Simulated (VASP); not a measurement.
# BAs (F-43m) in VASP: notebook

The runs below take BAs through single point, relaxation of cell and atoms, with PBEsol.

Everything below comes from runs of VASP 6.6.1. Logs are shortened: lines on timing, memory, paths and dates and some standing lists are left out, and cuts for length are marked.

### Step 1. The cell of the first run

It takes space group F-43m (No. 216, cubic). Conventional cell: a = 4.768 Å, b = 4.768 Å, c = 4.768 Å, α = 90.00°, β = 90.00°, γ = 90.00°. Within 2.7 Å of B (site symmetry -43m) lie 4 As at 2.06 Å. Within 2.7 Å of As (site symmetry -43m) lie 4 B at 2.06 Å.

### Step 2. Single point, PBEsol

INCAR reads:

```
PREC = Accurate ; ENCUT = 520
EDIFF = 1E-6 ; ISMEAR = 0
SIGMA = 0.01 ; LREAL = False
LASPH = True ; NELM = 80
ALGO = Normal ; ISIF = 2
LWAVE = False ; LCHARG = True
GGA = PS ; LELF = True
LVHAR = True ; NBANDS = 11
```

KPOINTS reads:

```
regular mesh
0
Gamma
  10 10 10
```

POSCAR reads:

```
BAs
1.0
    0.0000000000      2.3839378997      2.3839378997
    2.3839378997      0.0000000000      2.3839378997
    2.3839378997      2.3839378997      0.0000000000
B As
1 1
Direct
    0.0000000000      0.0000000000      0.0000000000
    0.2500000000      0.2500000000      0.2500000000
```

Potentials or basis: VASP PAW PBE potentials, release 64 (B, As).

Started as:

```
cat potpaw_PBE.64/B/POTCAR potpaw_PBE.64/As/POTCAR > POTCAR
mpirun -np 1 vasp_std > vasp.out
```

OUTCAR:

```text
PREC = Accurate
   ENCUT = 520
   EDIFF = 1E-6
   ISMEAR = 0
   LREAL = False
   LASPH = True
   NELM = 80
   ISIF = 2
   GGA = PS

 ion  position               nearest neighbor table
   1  0.000  0.000  0.000-   2 2.06   2 2.06   2 2.06   2 2.06
   2  0.250  0.250  0.250-   1 2.06   1 2.06   1 2.06   1 2.06

  LATTYP: Found a face centered cubic cell.
 ALAT       =     4.7678757994

  Lattice vectors:

 A1 = (   0.0000000000,   2.3839378997,   2.3839378997)
 A2 = (   2.3839378997,   0.0000000000,   2.3839378997)
 A3 = (   2.3839378997,   2.3839378997,   0.0000000000)

Analysis of symmetry for initial positions (statically):
=====================================================================
 Subroutine PRICEL returns:
 Original cell was already a primitive cell.

 Routine SETGRP: Setting up the symmetry group for a
 face centered cubic supercell.

 Subroutine GETGRP returns: Found 24 space group operations
 (whereof 24 operations were pure point group operations)
 out of a pool of 48 trial point group operations.

The static configuration has the point symmetry T_d .

Analysis of symmetry for dynamics (positions and initial velocities):
=====================================================================
 Subroutine PRICEL returns:
 Original cell was already a primitive cell.

 Routine SETGRP: Setting up the symmetry group for a
 face centered cubic supercell.

 Subroutine GETGRP returns: Found 24 space group operations
 (whereof 24 operations were pure point group operations)
 out of a pool of 48 trial point group operations.

The dynamic configuration has the point symmetry T_d .

 Subroutine INISYM returns: Found 24 space group operations
 (whereof 24 operations are pure point group operations),
 and found     1 'primitive' translations

----------------------------------------------------------------------------------------

                                     Primitive cell

  volume of cell :      27.0966

  direct lattice vectors                    reciprocal lattice vectors
     0.000000000  2.383937900  2.383937900    -0.209737007  0.209737007  0.209737007
     2.383937900  0.000000000  2.383937900     0.209737007 -0.209737007  0.209737007
     2.383937900  2.383937900  0.000000000     0.209737007  0.209737007 -0.209737007

  length of vectors
     3.371397310  3.371397310  3.371397310     0.363275152  0.363275152  0.363275152

  position of ions in fractional coordinates (direct lattice)
[... 82 lines left out ...]
   NSW    =      0    number of steps for IOM
   IBRION =     -1    ionic relax: 0-MD 1-quasi-New 2-CG
   NFREE  =      0    steps in history (QN), initial steepest desc. (CG)
   ISIF   =      2    stress and relaxation
   ISYM   =      2    0-nonsym 1-usesym 2-fastsym
   POTIM  = 0.5000    time-step for ionic-motion
   TEBEG  =    0.0;   TEEND  =   0.0 temperature during run
   PSTRESS=    0.0 pullay stress
   NELECT =       8.0000    total number of electrons
   NUPDOWN=      -1.0000    fix difference up-down
   EMIN   =  10.00;   EMAX   =-10.00  energy-range for DOS
   EFERMI =   0.00;   METHOD = LEGACY
   ISMEAR =     0;   SIGMA  =   0.01  broadening in eV -4-tet -1-fermi 0-gaus
   EFERMI_NEDOS =   21; number of points for ismear=-14 and -15
   IALGO  =     38    algorithm
   IMIX   =      4    mixing-type and parameters
     AMIX     =   0.40;   BMIX     =  1.00
     AMIX_MAG =   1.60;   BMIX_MAG =  1.00
  volume/ion in A,a.u.               =      13.55        91.43
  Fermi-wavevector in a.u.,A,eV,Ry     =   1.090101  2.059991 16.168064  1.188319
  Thomas-Fermi vector in A             =   2.226318
   LORBIT       =      0    0 simple, 1 ext, 2 COOP (PROOUT), +10 PAW based schemes
   GGA     = PS    functional components
   LHFCALC =     F    Hartree Fock is set to
   AEXX    =    0.0000 exact exchange contribution
   IVDW    =     0    specifies the selected vdW correction
   LEPSILON=     F    determine dielectric tensor
   LRPA    =     F    only Hartree local field effects (RPA)
 non-spin polarized calculation
 Gauss-broadening in eV      SIGMA  =   0.01
  energy-cutoff  :      520.00
  volume of cell :       27.10
 maximum number of plane-waves:       745
 NGX is ok and might be reduce to    28
   NGX = 13   NGY = 13   NGZ = 13

 number of electron       8.0000000 magnetization

 Free energy of the ion-electron system (eV)
  ---------------------------------------------------
  ext. energy  EPLUGINS =         0.00000000
  ---------------------------------------------------
  free energy    TOTEN  =       -12.20338393 eV

  energy without entropy =      -12.20338393  energy(sigma->0) =      -12.20338393

 E-fermi :   6.1646     XC(G=0): -10.7554

 val. band max:        6.1073880215   @ k =   0.0000   0.0000   0.0000
 cond. band min:       7.1776061171   @ k =   0.4000   0.4000   0.0000
 fundamental gap:      1.0702180956
 Fermi energy:         6.1645819725

 k-point     1 :       0.0000    0.0000    0.0000
  band No.  band energies     occupation
      1      -9.3822      2.00000
      2       6.1074      2.00000
      3       6.1074      2.00000
      4       6.1074      2.00000
      5       9.3544      0.00000
      6       9.3544      0.00000
      7       9.3544      0.00000
      8      10.8621      0.00000
      9      15.4821      0.00000
     10      19.0617      0.00000
     11      19.0617      0.00000
[... 309 lines left out ...]
 k-point    24 :       0.4000    0.3000    0.0000
  band No.  band energies     occupation
      1      -6.7166      2.00000
      2      -0.3689      2.00000
      3       2.0737      2.00000
      4       2.5772      2.00000
      5       7.7109      0.00000
      6       9.4010      0.00000
      7      14.9505      0.00000
      8      15.1861      0.00000
      9      18.1459      0.00000
     10      21.8648      0.00000
     11      21.9877      0.00000

 [... further k-points ...]
[... 5 lines left out ...]
  --------------------------------------------------------------------------------------
  -------------------------------------------------------------------------------------
  Total        0.1481726      0.1481726      0.1481726      0.0000000      0.0000000      0.0000000
  in kB        8.7611991      8.7611991      8.7611991      0.0000000      0.0000000      0.0000000
  external PRESSURE =       8.7611991 kB  Pullay stress =       0.0000000 kB

 VOLUME and BASIS-vectors are now :
 -----------------------------------------------------------------------------
  energy-cutoff  :      520.00
  volume of cell :       27.10
      direct lattice vectors                 reciprocal lattice vectors
     0.000000000  2.383937900  2.383937900    -0.209737007  0.209737007  0.209737007
     2.383937900  0.000000000  2.383937900     0.209737007 -0.209737007  0.209737007
     2.383937900  2.383937900  0.000000000     0.209737007  0.209737007 -0.209737007

 POSITION                                       TOTAL-FORCE (eV/Angst)
 -----------------------------------------------------------------------------------
      0.00000      0.00000      0.00000        -0.000000     -0.000000      0.000000
      1.19197      1.19197      1.19197         0.000000      0.000000     -0.000000
 -----------------------------------------------------------------------------------
    total drift:                               -0.000000     -0.000000     -0.000000

  FREE ENERGIE OF THE ION-ELECTRON SYSTEM (eV)
  ---------------------------------------------------
  free  energy   TOTEN  =       -12.2033839287 eV

  energy  without entropy=      -12.2033839287  energy(sigma->0) =      -12.20338393
```

OSZICAR:

```text
N       E                     dE             d eps       ncg     rms          rms(c)
DAV:   1     0.108697577548E+02    0.10870E+02   -0.37137E+03  1034   0.634E+02
DAV:   2    -0.121356420364E+02   -0.23005E+02   -0.21773E+02  1416   0.103E+02
DAV:   3    -0.128201815969E+02   -0.68454E+00   -0.68266E+00  1310   0.165E+01
DAV:   4    -0.128219860990E+02   -0.18045E-02   -0.18044E-02  1128   0.924E-01
DAV:   5    -0.128219887577E+02   -0.26588E-05   -0.26588E-05  1232   0.382E-02    0.487E+00
DAV:   6    -0.122824338331E+02    0.53955E+00   -0.13636E+00  1103   0.469E+00    0.241E+00
DAV:   7    -0.122124236861E+02    0.70010E-01   -0.18855E-01  1205   0.209E+00    0.932E-01
DAV:   8    -0.122031968837E+02    0.92268E-02   -0.18574E-02  1172   0.746E-01    0.923E-02
DAV:   9    -0.122033285965E+02   -0.13171E-03   -0.68547E-04  1151   0.156E-01    0.518E-02
DAV:  10    -0.122033813617E+02   -0.52765E-04   -0.84800E-05  1111   0.541E-02    0.946E-03
DAV:  11    -0.122033840343E+02   -0.26726E-05   -0.18617E-06  1257   0.986E-03    0.912E-03
DAV:  12    -0.122033839287E+02    0.10556E-06   -0.98723E-07   715   0.498E-03
   1 F= -.12203384E+02 E0= -.12203384E+02  d E =-.105225E-18
```

stdout:

```text
POSCAR found type information on POSCAR B As
 POSCAR found :  2 types and       2 ions
 scaLAPACK will be used
 -----------------------------------------------------------------------------
|                                                                             |
|                                                                             |
|     You enforced a specific xc type in the INCAR file but a different       |
|     I HOPE YOU KNOW WHAT YOU ARE DOING!                                     |
|                                                                             |
 -----------------------------------------------------------------------------

 LDA part: xc-table for (Slater+PW92), standard interpolation
 POSCAR, INCAR and KPOINTS ok, starting setup
 FFT: planning ... GRIDC
 FFT: planning ... GRID_SOFT
 FFT: planning ... GRID
 WAVECAR not read
 entering main loop
```

It took 31 s on 1 thread of AMD EPYC 7R13, shared host; peak memory 0.13 GiB.

Results:

```
Free energy            : -12.2034 eV
Pressure               : 0.9 GPa
Band gap on the k mesh : 1.07 eV, indirect (least direct gap 3.25 eV)
```

Caveat: the PAW data sets were made with another functional, which shifts forces and pressure a little.

### Step 3. Relaxation of cell and atoms, PBEsol

INCAR reads:

```
SYSTEM = BAs
PREC = Accurate
ENCUT = 600
EDIFF = 1E-7
ISMEAR = 0
SIGMA = 0.01
LREAL = .FALSE.
LASPH = .TRUE.
NELM = 60
ALGO = Normal
ISIF = 3
LWAVE = .FALSE.
LCHARG = .FALSE.
GGA = PS
IBRION = 2
NSW = 80
EDIFFG = -0.001
```

KPOINTS reads:

```
regular mesh
0
G
  10 10 10
  0 0 0
```

POSCAR is that of step 2.

Potentials or basis: VASP PAW PBE potentials, release 64 (B, As).

Started as:

```
cat potpaw_PBE.64/B/POTCAR potpaw_PBE.64/As/POTCAR > POTCAR
mpirun -np 1 vasp_std > vasp.out
```

It took 53 s on 1 thread of AMD EPYC 7R13, shared host; peak memory 0.14 GiB.

The run converged. Its results:

```
Free energy                            : -12.2047 eV
Relaxed volume                         : 13.63 Å³/atom
Relaxed cell                           : a = 3.378 Å, b = 3.378 Å, c = 3.378 Å, α = 60.00°, β = 60.00°, γ = 60.00°
Space group after relaxing (to 0.05 Å) : F-43m (No. 216)
Energy gained by relaxing              : 0.2 meV/atom
Ionic steps                            : 3
Pressure after relaxing                : 0.0 GPa
Band gap on the k mesh                 : 1.08 eV, indirect (least direct gap 3.24 eV)
```

The path:
```
step  energy change (eV)  largest force (eV/Å)  pressure (GPa)  volume (Å³)
   1              0.0000                0.0000            0.87        27.10
   2             -0.0002                0.0000           -0.63        27.39
   3             -0.0004                0.0000            0.01        27.26
```

Final structure:
```yaml
crystal:
  lattice:
    - [0.00000, 2.38877, 2.38877]
    - [2.38877, 0.00000, 2.38877]
    - [2.38877, 2.38877, 0.00000]
  atoms:
    - { symbol: B, position: [0.00000, 0.00000, 0.00000] }
    - { symbol: As, position: [0.25000, 0.25000, 0.25000] }
```

Levels at points of the mesh, in eV from the valence-band top:
```
           k point  band 1  band 2  band 3  band 4  band 5  band 6  band 7  band 8
(0.00, 0.00, 0.00)  -15.43    0.00    0.00    0.00    3.24    3.24    3.24    4.68
(0.50, 0.00, 0.00)  -12.55   -8.83   -1.83   -1.83    2.65    4.73    4.73    8.71
(0.50, 0.50, 0.00)  -11.24   -8.53   -4.10   -4.10    1.31    1.34   11.34   11.34
```

Caveat: the PAW data sets were made with another functional, which shifts forces and pressure a little. A k mesh can miss the band edges.

### Step 4. Single point, PBEsol

This run uses another cell than the first one, of 12.59 Å³/atom, 0.929 times its volume.

INCAR reads:

```
SYSTEM = BAs
  PREC = Accurate
  ENCUT = 600
  EDIFF = 1E-6
  ISMEAR = 0
  SIGMA = 0.01
  LREAL = .FALSE.
  LASPH = .TRUE.
  NELM = 120
  ALGO = Normal
  ISIF = 2
  LWAVE = .FALSE.
  LCHARG = .TRUE.
  GGA = PS
  LELF = .TRUE.
  LVHAR = .TRUE.
  NBANDS = 16
  GGA_COMPAT = .FALSE.
```

KPOINTS reads:

```
Automatic mesh
0
G
  10 10 10
  0 0 0
```

POSCAR reads:

```
BAs
1.0
    0.0000000000      2.3261623266      2.3261623266
    2.3261623266      0.0000000000      2.3261623266
    2.3261623266      2.3261623266      0.0000000000
B As
1 1
Direct
    0.0000000000      0.0000000000      0.0000000000
    0.7500000000      0.7500000000      0.7500000000
```

Potentials or basis: VASP PAW PBE potentials, release 64 (B, As_d).

Started as:

```
cat potpaw_PBE.64/B/POTCAR potpaw_PBE.64/As_d/POTCAR > POTCAR
mpirun -np 1 vasp_std > vasp.out
```

Wall time 19 s (1 thread of AMD EPYC 9R45 (Zen 5), shared host); peak memory 0.14 GiB.

The run converged. Its results:

```
Free energy            : -12.1851 eV
Pressure               : 11.8 GPa
Band gap on the k mesh : 1.01 eV, indirect (least direct gap 3.35 eV)
```

Levels at points of the mesh, in eV from the valence-band top:
```csv
k point,band 5,band 6,band 7,band 8,band 9,band 10,band 11,band 12,band 13,band 14
"(0.00, 0.00, 0.00)",-35.79,-16.19,0.00,0.00,0.00,3.35,3.35,3.35,5.70,9.75
"(0.50, 0.00, 0.00)",-35.78,-13.00,-9.42,-1.97,-1.97,3.14,4.83,4.83,8.86,13.18
"(0.50, 0.50, 0.00)",-35.78,-11.58,-8.97,-4.44,-4.44,1.25,1.25,12.17,12.17,13.53
```

Caveat: the PAW data sets were made with another functional, which shifts forces and pressure a little. As with any semilocal functional, this PBEsol gap is likely too small.

### Step 5. Single point, PBEsol

This run uses another cell than the first one, of 13.45 Å³/atom, 0.993 times its volume.

INCAR reads:

```
ALGO     = Normal         # electronic algorithm
EDIFF    = 1E-6           # SCF threshold, eV
ENCUT    = 600            # plane-wave cutoff, eV
GGA      = PS             # functional
GGA_COMPAT= False        
ISIF     = 2              # what is computed and relaxed
ISMEAR   = 0              # smearing method
LASPH    = True           # aspherical terms in the spheres
LCHARG   = False          # write CHGCAR
LREAL    = False          # projectors in reciprocal space
LWAVE    = False          # write WAVECAR
NBANDS   = 16             # bands
NELM     = 120            # most SCF steps
PREC     = Accurate       # precision mode
SIGMA    = 0.01           # smearing width, eV
```

KPOINTS reads:

```
k-points
0
Gamma
  10 10 10
```

POSCAR reads:

```
BAs
1.0
    0.0000000000      2.3783739462      2.3783739462
    2.3783739462      0.0000000000      2.3783739462
    2.3783739462      2.3783739462      0.0000000000
B As
1 1
Direct
    0.0000000000      0.0000000000      0.0000000000
    0.7500000000      0.7500000000      0.7500000000
```

Started as:

```
cat potpaw_PBE.64/B/POTCAR potpaw_PBE.64/As_d/POTCAR > POTCAR
mpirun -np 1 vasp_std > vasp.out
```

Run time: 11 s. Hardware: 1 thread of Intel Xeon 6975P-C (Granite Rapids), shared host; peak memory 0.16 GiB.

The run converged. Its results:

| Property | Result |
| --- | --- |
| Free energy | -12.2519 eV |
| Pressure | 0.8 GPa |
| Band gap on the k mesh | 1.07 eV, indirect (least direct gap 3.26 eV) |

Levels at points of the mesh, in eV from the valence-band top:
```tsv
k point	band 7	band 8	band 9	band 10	band 11	band 12
(0.00, 0.00, 0.00)	0.00	0.00	0.00	3.26	3.26	3.26
(0.50, 0.00, 0.00)	-8.91	-1.85	-1.85	2.73	4.76	4.76
(0.50, 0.50, 0.00)	-8.59	-4.15	-4.15	1.31	1.34	11.51
```

Caveat: the PAW data sets were made with another functional, which shifts forces and pressure a little. A k mesh can miss the band edges.

### Step 6. Single point, PBEsol

INCAR reads:

```
PREC = Accurate ; ENCUT = 600
EDIFF = 1E-6 ; ISMEAR = 0
SIGMA = 0.01 ; LREAL = False
LASPH = True ; NELM = 120
ALGO = Normal ; ISIF = 2
LWAVE = False ; LCHARG = True
GGA = PS ; LELF = True
LVHAR = True ; NBANDS = 16
GGA_COMPAT = False
```

KPOINTS reads:

```
regular mesh
0
Gamma
  10 10 10
```

POSCAR reads:

```
BAs
1.0
    0.0000000000      2.3839379056      2.3839379056
    2.3839379056      0.0000000000      2.3839379056
    2.3839379056      2.3839379056      0.0000000000
B As
1 1
Direct
    0.0000000000      0.0000000000      0.0000000000
    0.7500000000      0.7500000000      0.7500000000
```

Potentials or basis: VASP PAW PBE potentials, release 64 (B, As_d).

Started as:

```
cat potpaw_PBE.64/B/POTCAR potpaw_PBE.64/As_d/POTCAR > POTCAR
mpirun -np 1 vasp_std > vasp.out
```

It took 15 s on 1 thread of AMD EPYC 9R45 (Zen 5), shared host; peak memory 0.14 GiB.

Results (log left out):

```yaml
Free_energy: -12.2525 eV
Pressure: -0.2 GPa
Band_gap_on_the_k_mesh: 1.08 eV, indirect (least direct gap 3.25 eV)
```

Levels at points of the mesh, in eV from the valence-band top:
```csv
k point,band 5,band 6,band 7,band 8,band 9,band 10,band 11,band 12,band 13,band 14
"(0.00, 0.00, 0.00)",-35.69,-15.49,0.00,0.00,0.00,3.25,3.25,3.25,4.75,9.37
"(0.50, 0.00, 0.00)",-35.69,-12.59,-8.86,-1.84,-1.84,2.69,4.75,4.75,8.74,12.61
"(0.50, 0.50, 0.00)",-35.69,-11.27,-8.55,-4.12,-4.12,1.32,1.35,11.44,11.44,12.85
```

Caveat: the PAW data sets were made with another functional, which shifts forces and pressure a little.

### Step 7. The runs side by side

```csv
task,potentials or basis,cell,cutoff (eV),second run,gap on the mesh (eV),pressure (GPa)
single point,"VASP PAW PBE potentials, release 64 (B, As)","a = 3.371 Å, angles 60.0°, 2 atoms",520,-,1.07,0.9
relaxation of cell and atoms,"VASP PAW PBE potentials, release 64 (B, As)","relaxed from a = 3.371 Å, angles 60.0°, 2 atoms",600,-,1.08,0.0
single point,"VASP PAW PBE potentials, release 64 (B, As_d)","a = 3.290 Å, angles 60.0°, 2 atoms",600,valence_matched,1.01,11.8
single point,"VASP PAW PBE potentials, release 64 (B, As_d)","a = 3.364 Å, angles 60.0°, 2 atoms",600,valence_matched,1.07,0.8
single point,"VASP PAW PBE potentials, release 64 (B, As_d)","a = 3.371 Å, angles 60.0°, 2 atoms",600,valence_matched,1.08,-0.2
```

Alike in all rows: level PBEsol; no spin polarisation; k mesh 10 × 10 × 10; smearing gaussian 0.01 eV.

Caveats: the PAW data sets were made with another functional, which shifts forces and pressure a little.

Absolute energies hang on the potentials; compare differences alone.
